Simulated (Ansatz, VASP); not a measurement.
Cs: VASP beside Ansatz

```
Cs
1.0
    -4.84005    4.84005    2.60974
     4.84005   -4.84005    2.60974
     4.84005    4.84005   -2.60974
Cs
2
Direct
  0.00000 0.00000 0.00000
  0.75000 0.25000 0.50000
```

Alike in both runs: functional PBE; k mesh 12 × 12 × 12; occupations gaussian, width 0.1 eV; no spin polarisation.

Ansatz relaxed the structure, and its values are those at the end. VASP's run is a single point on that final structure, the one shown.

|  | VASP | Ansatz |
| --- | --- | --- |
| version | VASP 6.6.1 | Ansatz 0.2.0 |
| potentials or method | VASP PAW PBE potentials, release 64 (Cs_sv), cutoff 520 eV | scalar-relativistic, plane waves, PAW |
| valence electrons in the cell | 18 | 18 |

```csv
,VASP,Ansatz,Ansatz less VASP
gap on the k mesh at the Fermi level (eV),none,none,-
pressure (GPa),0.0,0.0,+0.01
```

A gap of «none» marks a metal or a gap that the smearing closes. With one functional, cell and mesh, what is left measures potentials, basis and numerics.

Spin-orbit coupling is off throughout.
